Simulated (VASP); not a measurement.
# TaAs (Fm-3m) in VASP: notebook

Runs on TaAs. Level: r2SCAN. Tasks: single point, relaxation of cell and atoms.

Program: VASP 6.6.1. These are calculated values, not measurements. Logs are shortened: lines on timing, memory, paths and dates and some standing lists are left out, and cuts for length are marked.

## 1. The cell of the first run

Symmetry: Fm-3m, No. 225, cubic system. The conventional cell has a = 5.240 Å, b = 5.240 Å, c = 5.240 Å, α = 90.00°, β = 90.00°, γ = 90.00°. Within 3.5 Å of Ta (site symmetry m-3m) lie 6 As at 2.62 Å. Within 3.5 Å of As (site symmetry m-3m) lie 6 Ta at 2.62 Å.

## 2. Single point, r2SCAN

File POSCAR:

```
TaAs
1.0
    0.0000000000      2.6198724485      2.6198724485
    2.6198724485      0.0000000000      2.6198724485
    2.6198724485      2.6198724485      0.0000000000
Ta As
1 1
Direct
    0.5000000000      0.5000000000      0.5000000000
    0.0000000000      0.0000000000      0.0000000000
```

File INCAR.step1:

```
PREC     = Accurate       # precision mode
ENCUT    = 520            # plane-wave cutoff, eV
ISMEAR   = 0              # smearing method
SIGMA    = 0.1            # smearing width, eV
LREAL    = F              # projectors in reciprocal space
LASPH    = T              # aspherical terms in the spheres
NELM     = 100            # most SCF steps
NBANDS   = 15             # bands
GGA      = PE             # functional
ALGO     = Normal         # electronic algorithm
EDIFF    = 1E-4           # SCF threshold, eV
LWAVE    = T              # write WAVECAR
LCHARG   = F              # write CHGCAR
```

File INCAR.step2:

```
PREC     = Accurate       # precision mode
ENCUT    = 520            # plane-wave cutoff, eV
EDIFF    = 1E-7           # SCF threshold, eV
ISMEAR   = 0              # smearing method
SIGMA    = 0.1            # smearing width, eV
LREAL    = F              # projectors in reciprocal space
LASPH    = T              # aspherical terms in the spheres
NELM     = 100            # most SCF steps
ALGO     = Normal         # electronic algorithm
ISIF     = 2              # what is computed and relaxed
LWAVE    = F              # write WAVECAR
LCHARG   = T              # write CHGCAR
METAGGA  = R2SCAN         # meta-GGA
LMIXTAU  = T            
LELF     = T              # ELF
LVHAR    = T            
NBANDS   = 15             # bands
ISTART   = 1
```

File KPOINTS:

```
regular mesh
0
Gamma
  8 8 8
```

Potentials or basis: VASP PAW PBE potentials, release 64 (Ta_pv, As).

Started as:

```
cat potpaw_PBE.64/Ta_pv/POTCAR potpaw_PBE.64/As/POTCAR > POTCAR
cp INCAR.step1 INCAR
mpirun -np 1 vasp_std > vasp.out
cp INCAR.step2 INCAR
mpirun -np 1 vasp_std > vasp.out
```

OUTCAR:

```text
PREC = Accurate
   ENCUT = 520
   EDIFF = 1E-7
   ISMEAR = 0
   LREAL = F
   LASPH = T
   NELM = 100
   ISIF = 2
   METAGGA = R2SCAN
   ISTART = 1

 ion  position               nearest neighbor table
   1  0.500  0.500  0.500-   2 2.62   2 2.62   2 2.62   2 2.62   2 2.62   2 2.62
   2  0.000  0.000  0.000-   1 2.62   1 2.62   1 2.62   1 2.62   1 2.62   1 2.62

  LATTYP: Found a face centered cubic cell.
 ALAT       =     5.2397448970

  Lattice vectors:

 A1 = (   0.0000000000,   2.6198724485,   2.6198724485)
 A2 = (   2.6198724485,   0.0000000000,   2.6198724485)
 A3 = (   2.6198724485,   2.6198724485,   0.0000000000)

Analysis of symmetry for initial positions (statically):
=====================================================================
 Subroutine PRICEL returns:
 Original cell was already a primitive cell.

 Routine SETGRP: Setting up the symmetry group for a
 face centered cubic supercell.

 Subroutine GETGRP returns: Found 48 space group operations
 (whereof 48 operations were pure point group operations)
 out of a pool of 48 trial point group operations.

The static configuration has the point symmetry O_h .

Analysis of symmetry for dynamics (positions and initial velocities):
=====================================================================
 Subroutine PRICEL returns:
 Original cell was already a primitive cell.

 Routine SETGRP: Setting up the symmetry group for a
 face centered cubic supercell.

 Subroutine GETGRP returns: Found 48 space group operations
 (whereof 48 operations were pure point group operations)
 out of a pool of 48 trial point group operations.

The dynamic configuration has the point symmetry O_h .

 Subroutine INISYM returns: Found 48 space group operations
 (whereof 48 operations are pure point group operations),
 and found     1 'primitive' translations

----------------------------------------------------------------------------------------

                                     Primitive cell

  volume of cell :      35.9642

  direct lattice vectors                    reciprocal lattice vectors
     0.000000000  2.619872448  2.619872448    -0.190848986  0.190848986  0.190848986
     2.619872448  0.000000000  2.619872448     0.190848986 -0.190848986  0.190848986
     2.619872448  2.619872448  0.000000000     0.190848986  0.190848986 -0.190848986

  length of vectors
     3.705059148  3.705059148  3.705059148     0.330560140  0.330560140  0.330560140

  position of ions in fractional coordinates (direct lattice)
     0.500000000  0.500000000  0.500000000
[... 88 lines left out ...]
   PSTRESS=    0.0 pullay stress
   NELECT =      16.0000    total number of electrons
   NUPDOWN=      -1.0000    fix difference up-down
   EMIN   =  10.00;   EMAX   =-10.00  energy-range for DOS
   EFERMI =   0.00;   METHOD = LEGACY
   ISMEAR =     0;   SIGMA  =   0.10  broadening in eV -4-tet -1-fermi 0-gaus
   EFERMI_NEDOS =   21; number of points for ismear=-14 and -15
   IALGO  =     38    algorithm
   IMIX   =      4    mixing-type and parameters
     AMIX     =   0.40;   BMIX     =  1.00
     AMIX_MAG =   1.60;   BMIX_MAG =  1.00
  volume/ion in A,a.u.               =      17.98       121.35
  Fermi-wavevector in a.u.,A,eV,Ry     =   1.249754  2.361693 21.250750  1.561886
  Thomas-Fermi vector in A             =   2.383780
   LORBIT       =      0    0 simple, 1 ext, 2 COOP (PROOUT), +10 PAW based schemes
   METAGGA = R2SCAN    functional components
   LHFCALC =     F    Hartree Fock is set to
   AEXX    =    0.0000 exact exchange contribution
   IVDW    =     0    specifies the selected vdW correction
   LEPSILON=     F    determine dielectric tensor
   LRPA    =     F    only Hartree local field effects (RPA)
 non-spin polarized calculation
 Gauss-broadening in eV      SIGMA  =   0.10
  energy-cutoff  :      520.00
  volume of cell :       35.96
 maximum number of plane-waves:       982
   NGX = 13   NGY = 13   NGZ = 13

 number of electron      15.9999999 magnetization

 Free energy of the ion-electron system (eV)
  ---------------------------------------------------
  ext. energy  EPLUGINS =         0.00000000
  ---------------------------------------------------
  free energy    TOTEN  =       -63.34979421 eV

  energy without entropy =      -63.34224143  energy(sigma->0) =      -63.34601782

 E-fermi :   7.5082     XC(G=0): -12.4712

 val. band max:        7.4809424156   @ k =  -0.2500   0.1250   0.0000
 cond. band min:       7.5440027787   @ k =   0.5000   0.5000   0.0000
 fundamental gap:      0.0630603631
 Fermi energy:         7.5082041548

 k-point     1 :       0.0000    0.0000    0.0000
  band No.  band energies     occupation
      1     -29.5362      2.00000
      2     -29.5362      2.00000
      3     -29.5362      2.00000
      4      -7.7012      2.00000
      5       5.6833      2.00000
      6       5.6833      2.00000
      7       5.6833      2.00000
      8       6.3702      2.00000
      9       6.3702      2.00000
     10       6.7434      2.00000
     11       6.7434      2.00000
     12       6.7434      2.00000
     13      11.8828      0.00000
     14      15.5258      0.00000
[... 401 lines left out ...]
      2     -29.5859      2.00000
      3     -29.5612      2.00000
      4      -5.0991      2.00000
      5      -0.0680      2.00000
      6       2.0943      2.00000
      7       2.5713      2.00000
      8       7.6990      0.00697
      9       7.8030      0.00003
     10       8.7155      0.00000
     11      11.2876      0.00000
     12      11.2901      0.00000
     13      13.4554      0.00000
     14      16.6644      0.00000
     15      17.4069      0.00000

 [... further k-points ...]

------------------------ aborting loop because EDIFF is reached ----------------------------------------

  FORCE on cell =-STRESS in cart. coord.  units (eV):
  Direction    XX          YY          ZZ          XY          YZ          ZX
  --------------------------------------------------------------------------------------
  -------------------------------------------------------------------------------------
  Total        0.1240161      0.1240161      0.1240161     -0.0000000     -0.0000000      0.0000000
  in kB        5.5248211      5.5248211      5.5248211     -0.0000000     -0.0000000      0.0000000
  external PRESSURE =       5.5248211 kB  Pullay stress =       0.0000000 kB

 VOLUME and BASIS-vectors are now :
 -----------------------------------------------------------------------------
  energy-cutoff  :      520.00
  volume of cell :       35.96
      direct lattice vectors                 reciprocal lattice vectors
     0.000000000  2.619872448  2.619872448    -0.190848986  0.190848986  0.190848986
     2.619872448  0.000000000  2.619872448     0.190848986 -0.190848986  0.190848986
     2.619872448  2.619872448  0.000000000     0.190848986  0.190848986 -0.190848986

 POSITION                                       TOTAL-FORCE (eV/Angst)
 -----------------------------------------------------------------------------------
      2.61987      2.61987      2.61987        -0.000000      0.000000      0.000000
      0.00000      0.00000      0.00000         0.000000     -0.000000     -0.000000
 -----------------------------------------------------------------------------------
    total drift:                                0.000000      0.000000      0.000000

  FREE ENERGIE OF THE ION-ELECTRON SYSTEM (eV)
  ---------------------------------------------------
  free  energy   TOTEN  =       -63.3497942133 eV

  energy  without entropy=      -63.3422414280  energy(sigma->0) =      -63.34601782
```

OUTCAR.step1:

```text
PREC = Accurate
   ENCUT = 520
   ISMEAR = 0
   LREAL = F
   LASPH = T
[... 652 lines left out ...]
 -----------------------------------------------------------------------------------
      2.61987      2.61987      2.61987        -0.000000      0.000000      0.000000
      0.00000      0.00000      0.00000         0.000000     -0.000000     -0.000000
 -----------------------------------------------------------------------------------
    total drift:                                0.000000      0.000000      0.000000

  FREE ENERGIE OF THE ION-ELECTRON SYSTEM (eV)
  ---------------------------------------------------
  free  energy   TOTEN  =       -16.4173298999 eV

  energy  without entropy=      -16.4088860646  energy(sigma->0) =      -16.41310798
```

OSZICAR.step1:

```text
N       E                     dE             d eps       ncg     rms          rms(c)
DAV:   1     0.884180623230E+02    0.88418E+02   -0.85700E+03   870   0.103E+03
DAV:   2    -0.149702945480E+02   -0.10339E+03   -0.98023E+02  1080   0.264E+02
DAV:   3    -0.173996646540E+02   -0.24294E+01   -0.24060E+01  1080   0.354E+01
DAV:   4    -0.174139452454E+02   -0.14281E-01   -0.14278E-01  1066   0.289E+00
DAV:   5    -0.174140470063E+02   -0.10176E-03   -0.10176E-03  1045   0.240E-01    0.136E+01
DAV:   6    -0.164526753584E+02    0.96137E+00   -0.15192E+00   968   0.105E+01    0.550E+00
DAV:   7    -0.164237225514E+02    0.28953E-01   -0.14096E-01  1059   0.280E+00    0.226E+00
DAV:   8    -0.164175831922E+02    0.61394E-02   -0.11257E-02   940   0.686E-01    0.191E-01
DAV:   9    -0.164173214128E+02    0.26178E-03   -0.10721E-03   996   0.260E-01    0.930E-02
DAV:  10    -0.164173298999E+02   -0.84871E-05   -0.18092E-04   862   0.135E-01
   1 F= -.16417330E+02 E0= -.16413108E+02  d E =-.844384E-02
```

Wall time 92 s (1 thread of Intel Xeon 8259CL, shared host); peak memory 0.17 GiB.

What came out:

```
Free energy            : -63.3498 eV
Pressure               : 0.6 GPa
Band gap on the k mesh : zero (bands 8 and 9 overlap by 2.24 eV)
```

Caveat: the PAW data sets were made with another functional, which shifts forces and pressure a little; spin-orbit coupling is left out, which moves the levels of the heavy elements.

## 3. Single point, r2SCAN

POSCAR is that of step 2.

File INCAR.step1:

```
ALGO = Normal
EDIFF = 1E-4
ENCUT = 520
GGA = PE
ISMEAR = 0
LASPH = True
LCHARG = False
LREAL = False
LWAVE = True
NBANDS = 15
NELM = 80
PREC = Accurate
SIGMA = 0.1
```

File INCAR.step2:

```
ALGO = Normal
EDIFF = 1E-6
ENCUT = 520
ISIF = 2
ISMEAR = 0
ISTART = 1
LASPH = True
LCHARG = False
LMIXTAU = True
LREAL = False
LWAVE = False
METAGGA = R2SCAN
NBANDS = 15
NELM = 80
PREC = Accurate
SIGMA = 0.1
```

File KPOINTS:

```
k-points
0
Gamma
  14 14 14
```

Potentials or basis: VASP PAW PBE potentials, release 64 (Ta_pv, As).

Started as:

```
cat potpaw_PBE.64/Ta_pv/POTCAR potpaw_PBE.64/As/POTCAR > POTCAR
cp INCAR.step1 INCAR
mpirun -np 1 vasp_std > vasp.out
cp INCAR.step2 INCAR
mpirun -np 1 vasp_std > vasp.out
```

OUTCAR:

```text
EDIFF = 1E-6
   ENCUT = 520
   ISIF = 2
   ISMEAR = 0
   ISTART = 1
   LASPH = True
   LREAL = False
   METAGGA = R2SCAN
   NELM = 80
   PREC = Accurate

 ion  position               nearest neighbor table
   1  0.500  0.500  0.500-   2 2.62   2 2.62   2 2.62   2 2.62   2 2.62   2 2.62
   2  0.000  0.000  0.000-   1 2.62   1 2.62   1 2.62   1 2.62   1 2.62   1 2.62

  LATTYP: Found a face centered cubic cell.
 ALAT       =     5.2397448970

  Lattice vectors:

[... 617 lines left out ...]
 [... further k-points ...]

------------------------ aborting loop because EDIFF is reached ----------------------------------------

  FORCE on cell =-STRESS in cart. coord.  units (eV):
  Direction    XX          YY          ZZ          XY          YZ          ZX
  --------------------------------------------------------------------------------------
  -------------------------------------------------------------------------------------
  Total        0.0899936      0.0899936      0.0899936     -0.0000000     -0.0000000      0.0000000
  in kB        4.0091472      4.0091472      4.0091472     -0.0000000     -0.0000000      0.0000000
  external PRESSURE =       4.0091472 kB  Pullay stress =       0.0000000 kB

 VOLUME and BASIS-vectors are now :
 -----------------------------------------------------------------------------
  energy-cutoff  :      520.00
  volume of cell :       35.96
      direct lattice vectors                 reciprocal lattice vectors
     0.000000000  2.619872448  2.619872448    -0.190848986  0.190848986  0.190848986
     2.619872448  0.000000000  2.619872448     0.190848986 -0.190848986  0.190848986
     2.619872448  2.619872448  0.000000000     0.190848986  0.190848986 -0.190848986

 POSITION                                       TOTAL-FORCE (eV/Angst)
 -----------------------------------------------------------------------------------
      2.61987      2.61987      2.61987        -0.000000     -0.000000     -0.000000
      0.00000      0.00000      0.00000         0.000000      0.000000      0.000000
 -----------------------------------------------------------------------------------
    total drift:                                0.000000      0.000000      0.000000

  FREE ENERGIE OF THE ION-ELECTRON SYSTEM (eV)
  ---------------------------------------------------
  free  energy   TOTEN  =       -63.3421990602 eV

  energy  without entropy=      -63.3344684084  energy(sigma->0) =      -63.33833373
```

OUTCAR.step1:

```text
EDIFF = 1E-4
   ENCUT = 520
   GGA = PE
   ISMEAR = 0
   LASPH = True
[... 652 lines left out ...]
 -----------------------------------------------------------------------------------
      2.61987      2.61987      2.61987        -0.000000     -0.000000      0.000000
      0.00000      0.00000      0.00000         0.000000      0.000000     -0.000000
 -----------------------------------------------------------------------------------
    total drift:                                0.000000      0.000000      0.000000

  FREE ENERGIE OF THE ION-ELECTRON SYSTEM (eV)
  ---------------------------------------------------
  free  energy   TOTEN  =       -16.4099371324 eV

  energy  without entropy=      -16.4021145798  energy(sigma->0) =      -16.40602586
```

OSZICAR.step1:

```text
N       E                     dE             d eps       ncg     rms          rms(c)
DAV:   1     0.869528223869E+02    0.86953E+02   -0.85872E+03  3128   0.103E+03
DAV:   2    -0.150949052783E+02   -0.10205E+03   -0.97283E+02  3953   0.262E+02
DAV:   3    -0.174123236318E+02   -0.23174E+01   -0.22848E+01  3729   0.348E+01
DAV:   4    -0.174242974981E+02   -0.11974E-01   -0.11968E-01  3813   0.279E+00
DAV:   5    -0.174243915403E+02   -0.94042E-04   -0.94036E-04  3799   0.234E-01    0.136E+01
DAV:   6    -0.164421143278E+02    0.98228E+00   -0.15209E+00  3540   0.107E+01    0.547E+00
DAV:   7    -0.164166875774E+02    0.25427E-01   -0.13448E-01  3806   0.270E+00    0.232E+00
DAV:   8    -0.164106070817E+02    0.60805E-02   -0.13891E-02  3330   0.766E-01    0.235E-01
DAV:   9    -0.164099604983E+02    0.64658E-03   -0.23257E-03  3505   0.399E-01    0.101E-01
DAV:  10    -0.164099371324E+02    0.23366E-04   -0.39755E-04  3603   0.202E-01
   1 F= -.16409937E+02 E0= -.16406026E+02  d E =-.782255E-02
```

It took 3.7 min on 1 thread of Intel Xeon 8259CL, shared host; peak memory 0.21 GiB.

Results:

```yaml
Free_energy: -63.3422 eV
Pressure: 0.4 GPa
Band_gap_on_the_k_mesh: zero (bands 8 and 9 overlap by 2.37 eV)
```

Caveat: the PAW data sets were made with another functional, which shifts forces and pressure a little; spin-orbit coupling is left out, which moves the levels of the heavy elements.

[end of part 1 of 2]
